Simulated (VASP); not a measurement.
# Mo6C in VASP: a series of runs

Mo6C is run at these levels: PBE; tasks: single point.

Everything below comes from runs of VASP 6.6.1. Logs are shortened: lines on timing, memory, paths and dates and some standing lists are left out, and cuts for length are marked.

### 1 The cell of the first run

The cell holds a slab with vacuum, 7 atoms: a = 4.470 Å, b = 4.470 Å, c = 19.760 Å, α = 90.00°, β = 90.00°, γ = 120.00°.

### 2 Single point, PBE

INCAR reads:

```
PREC     = Accurate       # precision mode
ENCUT    = 520            # plane-wave cutoff, eV
EDIFF    = 1E-6           # SCF threshold, eV
ISMEAR   = 0              # smearing method
SIGMA    = 0.1            # smearing width, eV
LREAL    = F              # projectors in reciprocal space
LASPH    = T              # aspherical terms in the spheres
NELM     = 100            # most SCF steps
ALGO     = Normal         # electronic algorithm
ISIF     = 2              # what is computed and relaxed
LWAVE    = F              # write WAVECAR
LCHARG   = T              # write CHGCAR
LDIPOL   = T            
IDIPOL   = 3            
DIPOL    = 0.5 0.5 0.341
GGA      = PE             # functional
LELF     = T              # ELF
LVHAR    = T            
LVACPOTAV= T            
NBANDS   = 53             # bands
```

KPOINTS reads:

```
regular mesh
0
Gamma
  6 6 1
```

POSCAR reads:

```
Mo6C
1.0
    4.4695765307      0.0000000000      0.0000000000
   -2.2347882654      3.8707668198      0.0000000000
    0.0000000000      0.0000000000     19.7595667302
Mo C
6 1
Direct
    0.6666666667      0.3333333333      0.2024335885
    0.3333333333      0.6666666667      0.2486060831
    0.0000000000      0.0000000000      0.2947785778
    0.6666666667      0.3333333333      0.3368821123
    0.3333333333      0.6666666667      0.3779725567
    0.0000000000      0.0000000000      0.4180034331
    0.0000000000      0.0000000000      0.5063511640
```

Potentials or basis: VASP PAW PBE potentials, release 64 (Mo_sv, C).

Run with:

```console
cat potpaw_PBE.64/Mo_sv/POTCAR potpaw_PBE.64/C/POTCAR > POTCAR
mpirun -np 1 vasp_std > vasp.out
```

OUTCAR:

```text
PREC = Accurate
   ENCUT = 520
   EDIFF = 1E-6
   ISMEAR = 0
   LREAL = F
   LASPH = T
   NELM = 100
   ISIF = 2
   GGA = PE

 ion  position               nearest neighbor table
   1  0.667  0.333  0.202-   4 2.66   2 2.74   2 2.74   2 2.74   3 3.16   3 3.16   3 3.16
   2  0.333  0.667  0.249-   5 2.56   1 2.74   1 2.74   3 2.74   1 2.74   3 2.74   3 2.74   4 3.11
                             4 3.11   4 3.11
   3  0.000  0.000  0.295-   6 2.43   4 2.71   4 2.71   4 2.71   2 2.74   2 2.74   2 2.74   5 3.06
                             5 3.06   5 3.06   1 3.16   1 3.16   1 3.16
   4  0.667  0.333  0.337-   1 2.66   5 2.71   5 2.71   5 2.71   3 2.71   3 2.71   3 2.71   6 3.04
                             6 3.04   6 3.04   2 3.11   2 3.11   2 3.11
   5  0.333  0.667  0.378-   2 2.56   6 2.70   6 2.70   6 2.70   4 2.71   4 2.71   4 2.71   3 3.06
                             3 3.06   3 3.06
   6  0.000  0.000  0.418-   7 1.75   3 2.43   5 2.70   5 2.70   5 2.70   4 3.04   4 3.04   4 3.04

   7  0.000  0.000  0.506-   6 1.75

  LATTYP: Found a hexagonal cell.
 ALAT       =     4.4695765307
 C/A-ratio  =     4.4209035452

  Lattice vectors:

 A1 = (   4.4695765307,   0.0000000000,   0.0000000000)
 A2 = (  -2.2347882654,   3.8707668198,   0.0000000000)
 A3 = (   0.0000000000,   0.0000000000,  19.7595667302)

Analysis of symmetry for initial positions (statically):
=====================================================================
 Subroutine PRICEL returns:
 Original cell was already a primitive cell.

 Routine SETGRP: Setting up the symmetry group for a
 hexagonal supercell.

 Subroutine GETGRP returns: Found  6 space group operations
 (whereof  6 operations were pure point group operations)
 out of a pool of 24 trial point group operations.

The static configuration has the point symmetry C_3v.

Analysis of symmetry for dynamics (positions and initial velocities):
=====================================================================
 Subroutine PRICEL returns:
 Original cell was already a primitive cell.

 Routine SETGRP: Setting up the symmetry group for a
 hexagonal supercell.

 Subroutine GETGRP returns: Found  6 space group operations
 (whereof  6 operations were pure point group operations)
 out of a pool of 24 trial point group operations.

The dynamic configuration has the point symmetry C_3v.

 Subroutine INISYM returns: Found  6 space group operations
 (whereof  6 operations are pure point group operations),
 and found     1 'primitive' translations

----------------------------------------------------------------------------------------

                                     Primitive cell

  volume of cell :     341.8541

  direct lattice vectors                    reciprocal lattice vectors
     4.469576531  0.000000000  0.000000000     0.223734842  0.129173371  0.000000000
    -2.234788265  3.870766820  0.000000000     0.000000000  0.258346743  0.000000000
     0.000000000  0.000000000 19.759566730     0.000000000  0.000000000  0.050608397

  length of vectors
     4.469576531  4.469576531 19.759566730     0.258346743  0.258346743  0.050608397

  position of ions in fractional coordinates (direct lattice)
     0.666666667  0.333333333  0.202433588
     0.333333333  0.666666667  0.248606083
     0.000000000  0.000000000  0.294778578
     0.666666667  0.333333333  0.336882112
     0.333333333  0.666666667  0.377972557
     0.000000000  0.000000000  0.418003433
     0.000000000  0.000000000  0.506351164

  ion indices of the primitive-cell ions
   primitive index   ion index
                 1           1
                 2           2
                 3           3
                 4           4
                 5           5
                 6           6
                 7           7

----------------------------------------------------------------------------------------

 KPOINTS: regular mesh

Automatic generation of k-mesh.
 Grid dimensions read from file:
 generate k-points for:    6    6    1

 Generating k-lattice:

  Cartesian coordinates                     Fractional coordinates (reciprocal lattice)
     0.037289140  0.021528895  0.000000000     0.166666667  0.000000000  0.000000000
     0.000000000  0.043057790  0.000000000     0.000000000  0.166666667  0.000000000
     0.000000000  0.000000000  0.050608397     0.000000000  0.000000000  1.000000000

  Length of vectors
     0.043057790  0.043057790  0.050608397

  Shift w.r.t. Gamma in fractional coordinates (k-lattice)
     0.000000000  0.000000000  0.000000000

 Subroutine IBZKPT returns following result:
 ===========================================

 Found      7 irreducible k-points:

 Following reciprocal coordinates:
            Coordinates               Weight
  0.000000  0.000000  0.000000      1.000000
  0.166667  0.000000  0.000000      6.000000
  0.333333 -0.000000  0.000000      6.000000
  0.500000 -0.000000  0.000000      3.000000
  0.166667  0.166667  0.000000      6.000000
  0.333333  0.166667  0.000000     12.000000
  0.333333  0.333333  0.000000      2.000000
   k-points           NKPTS =      7   k-points in BZ     NKDIM =      7   number of bands    NBANDS=     53
   number of dos      NEDOS =    301   number of ions     NIONS =      7
   total plane-waves  NPLWV = 194400
   dimension x,y,z NGX =    36 NGY =   36 NGZ =  150
   dimension x,y,z NGXF=    72 NGYF=   72 NGZF=  300
   ions per type =               6   1
   NGX,Y,Z   is equivalent  to a cutoff of  13.39, 13.39, 12.62 a.u.
   NGXF,Y,Z  is equivalent  to a cutoff of  26.78, 26.78, 25.24 a.u.
 SYSTEM =  unknown system
   PREC   = accura    normal or accurate (medium, high low for compatibility)
   ISTART =      0    job   : 0-new  1-cont  2-samecut
   ICHARG =      2    charge: 1-file 2-atom 10-const
   ISPIN  =      1    spin polarized calculation?
   LNONCOLLINEAR =      F non collinear calculations
   LSORBIT =      F    spin-orbit coupling
   LASPH  =      T    aspherical Exc in radial PAW
   ENCUT  =  520.0 eV  38.22 Ry    6.18 a.u.   8.31  8.31 36.74*2*pi/ulx,y,z
   NELM   =    100;   NELMIN=  2; NELMDL= -5     # of ELM steps
   EDIFF  = 0.1E-05   stopping-criterion for ELM
   LREAL  =      F    real-space projection
   EDIFFG = 0.1E-04   stopping-criterion for IOM
   NSW    =      0    number of steps for IOM
   IBRION =     -1    ionic relax: 0-MD 1-quasi-New 2-CG
   NFREE  =      0    steps in history (QN), initial steepest desc. (CG)
   ISIF   =      2    stress and relaxation
   ISYM   =      2    0-nonsym 1-usesym 2-fastsym
   POTIM  = 0.5000    time-step for ionic-motion
   TEBEG  =    0.0;   TEEND  =   0.0 temperature during run
   PSTRESS=    0.0 pullay stress
   NELECT =      88.0000    total number of electrons
   NUPDOWN=      -1.0000    fix difference up-down
   EMIN   =  10.00;   EMAX   =-10.00  energy-range for DOS
   EFERMI =   0.00;   METHOD = LEGACY
   ISMEAR =     0;   SIGMA  =   0.10  broadening in eV -4-tet -1-fermi 0-gaus
   EFERMI_NEDOS =   21; number of points for ismear=-14 and -15
   IALGO  =     38    algorithm
   IMIX   =      4    mixing-type and parameters
     AMIX     =   0.40;   BMIX     =  1.00
     AMIX_MAG =   1.60;   BMIX_MAG =  1.00
  volume/ion in A,a.u.               =      48.84       329.56
  Fermi-wavevector in a.u.,A,eV,Ry     =   1.041411  1.967981 14.756017  1.084537
  Thomas-Fermi vector in A             =   2.176030
   LORBIT       =      0    0 simple, 1 ext, 2 COOP (PROOUT), +10 PAW based schemes
   GGA     = PE    functional components
   LHFCALC =     F    Hartree Fock is set to
   AEXX    =    0.0000 exact exchange contribution
   IVDW    =     0    specifies the selected vdW correction
   LEPSILON=     F    determine dielectric tensor
   LRPA    =     F    only Hartree local field effects (RPA)
 non-spin polarized calculation
 Gauss-broadening in eV      SIGMA  =   0.10
  energy-cutoff  :      520.00
  volume of cell :      341.85
 maximum number of plane-waves:      9223
 NGX is ok and might be reduce to    36
   NGX = 17   NGY = 17   NGZ = 73

 dipolmoment           0.000000      0.000000     -0.269442 electrons x Angstroem

 number of electron      88.0000007 magnetization

 dipolmoment           0.000000      0.000000      0.291884 electrons x Angstroem

 Free energy of the ion-electron system (eV)
  ---------------------------------------------------
  ext. energy  EPLUGINS =         0.00000000
  ---------------------------------------------------
  free energy    TOTEN  =       -64.16497168 eV

  energy without entropy =      -64.13025154  energy(sigma->0) =      -64.14761161

 E-fermi :  -0.0470     XC(G=0):  -5.1247

 val. band max:       -0.0884484390   @ k =   0.3333  -0.0000   0.0000
 cond. band min:      -0.0390756320   @ k =   0.3333   0.3333   0.0000
 fundamental gap:      0.0493728070
 Fermi energy:        -0.0470427692

 k-point     1 :       0.0000    0.0000    0.0000
  band No.  band energies     occupation
      1     -61.2026      2.00000
      2     -60.9686      2.00000
      3     -60.9501      2.00000
      4     -60.8657      2.00000
      5     -60.7758      2.00000
      6     -60.0050      2.00000
[... 45 lines left out ...]
     52       2.0411      0.00000
     53       2.0545      0.00000

 k-point     2 :       0.1667    0.0000    0.0000
  band No.  band energies     occupation
      1     -61.1836      2.00000
      2     -60.9736      2.00000
      3     -60.9435      2.00000
      4     -60.8746      2.00000
      5     -60.7862      2.00000
      6     -60.0073      2.00000
[... 45 lines left out ...]
     52       1.9859      0.00000
     53       2.0423      0.00000
[... 222 lines left out ...]
     52       1.5996      0.00000
     53       1.8347      0.00000

 k-point     7 :       0.3333    0.3333    0.0000
  band No.  band energies     occupation
      1     -61.0905      2.00000
      2     -60.9892      2.00000
      3     -60.9617      2.00000
      4     -60.8751      2.00000
      5     -60.8404      2.00000
      6     -60.0158      2.00000
[... 45 lines left out ...]
     52       1.3727      0.00000
     53       1.6620      0.00000

------------------------ aborting loop because EDIFF is reached ----------------------------------------

  FORCE on cell =-STRESS in cart. coord.  units (eV):
  Direction    XX          YY          ZZ          XY          YZ          ZX
  --------------------------------------------------------------------------------------
  -------------------------------------------------------------------------------------
  Total       -2.4384879     -2.4384879      0.3647370      0.0000000      0.0000000      0.0000000
  in kB      -11.4285300    -11.4285300      1.7094231      0.0000000      0.0000000      0.0000000
  external PRESSURE =      -7.0492123 kB  Pullay stress =       0.0000000 kB

 VOLUME and BASIS-vectors are now :
 -----------------------------------------------------------------------------
  energy-cutoff  :      520.00
  volume of cell :      341.85
      direct lattice vectors                 reciprocal lattice vectors
     4.469576531  0.000000000  0.000000000     0.223734842  0.129173371  0.000000000
    -2.234788265  3.870766820  0.000000000     0.000000000  0.258346743  0.000000000
     0.000000000  0.000000000 19.759566730     0.000000000  0.000000000  0.050608397

 POSITION                                       TOTAL-FORCE (eV/Angst)
 -----------------------------------------------------------------------------------
      2.23479      1.29026      4.00000         0.000000     -0.000000      2.282912
     -0.00000      2.58051      4.91235        -0.000000     -0.000000     -0.395889
      0.00000      0.00000      5.82470        -0.000000      0.000000     -3.162415
      2.23479      1.29026      6.65664        -0.000000      0.000000     -0.893169
     -0.00000      2.58051      7.46857         0.000000      0.000000      0.632590
      0.00000      0.00000      8.25957        -0.000000      0.000000      1.450787
      0.00000      0.00000     10.00528        -0.000000      0.000000      0.085185
 -----------------------------------------------------------------------------------
    total drift:                               -0.000000     -0.000000      0.000225

  FREE ENERGIE OF THE ION-ELECTRON SYSTEM (eV)
  ---------------------------------------------------
  free  energy   TOTEN  =       -64.1649716791 eV

  energy  without entropy=      -64.1302515443  energy(sigma->0) =      -64.14761161

 vacuum level on the upper side and lower side of the slab         6.571         3.518
```

Run time: 3 min. Hardware: 1 thread of Intel Xeon 6975P-C (Granite Rapids), shared host; peak memory 0.49 GiB.

What came out:

```
Free energy            : -64.1650 eV
Largest force          : 3.162 eV/Å
Band gap on the k mesh : zero (band 44 reaches 0.05 eV, above the bottom of band 45 at -0.45 eV)
```

Forces in eV/Å, atoms in the order of the input:
```
Mo   0.000  0.000  2.283
Mo   0.000  0.000 -0.396
Mo   0.000  0.000 -3.162
Mo   0.000  0.000 -0.893
Mo   0.000  0.000  0.633
Mo   0.000  0.000  1.451
C    0.000  0.000  0.085
```

### 3 Single point, PBE

INCAR reads:

```
SYSTEM = Mo6C
PREC     = Accurate       ! precision mode
ENCUT    = 520            ! plane-wave cutoff, eV
EDIFF    = 1E-6           ! SCF threshold, eV
ISMEAR   = 0              ! smearing method
SIGMA    = 0.1            ! smearing width, eV
LREAL    = .False.        ! projectors in reciprocal space
LASPH    = .True.         ! aspherical terms in the spheres
NELM     = 60             ! most SCF steps
ALGO     = Normal         ! electronic algorithm
ISIF     = 2              ! what is computed and relaxed
LWAVE    = .False.        ! write WAVECAR
LCHARG   = .True.         ! write CHGCAR
LDIPOL   = .True.       
IDIPOL   = 3            
DIPOL    = 0.5 0.5 0.336
GGA      = PE             ! functional
LELF     = .True.         ! ELF
LVHAR    = .True.       
LVACPOTAV= .True.       
NBANDS   = 53             ! bands
```

KPOINTS reads:

```
regular mesh
0
Gamma
  6 6 1
  0 0 0
```

Changes to POSCAR since step 2:

```diff
@@ -14,2 +14,2 @@
     0.0000000000      0.0000000000      0.4180034331
-    0.0000000000      0.0000000000      0.5063511640
+    0.3333333333      0.6666666667      0.4713410096
```

Potentials or basis: VASP PAW PBE potentials, release 64 (Mo_sv, C).

Run with:

```console
cat potpaw_PBE.64/Mo_sv/POTCAR potpaw_PBE.64/C/POTCAR > POTCAR
mpirun -np 1 vasp_std > vasp.out
```

It took 3.1 min on 1 thread of Intel Xeon 6975P-C (Granite Rapids), shared host; peak memory 0.49 GiB.

The run converged. Its results:

```yaml
Free_energy: -65.3868 eV
Largest_force: 1.947 eV/Å
Band_gap_on_the_k_mesh: zero (band 44 reaches 0.11 eV, above the bottom of band 45 at 0.08 eV)
```

Forces in eV/Å, atoms in the order of the input:
```
Mo   0.000  0.000  1.947
Mo   0.000  0.000 -1.691
Mo   0.000  0.000 -1.149
Mo   0.000  0.000 -1.665
Mo   0.000  0.000  1.449
Mo   0.000  0.000  1.074
C    0.000  0.000  0.035
```

Levels at points of the mesh, in eV from the Fermi level:
| k point | band 40 | band 41 | band 42 | band 43 | band 44 | band 45 | band 46 | band 47 | band 48 | band 49 |
| --- | --- | --- | --- | --- | --- | --- | --- | --- | --- | --- |
| (0.00, 0.00, 0.00) | -1.19 | -1.13 | -1.13 | -0.76 | -0.12 | 0.50 | 0.50 | 1.30 | 1.30 | 1.50 |
| (0.50, 0.00, 0.00) | -1.14 | -0.80 | -0.66 | -0.30 | -0.17 | 0.09 | 0.53 | 0.77 | 1.44 | 1.76 |

(Continued in part 2 of 2.)
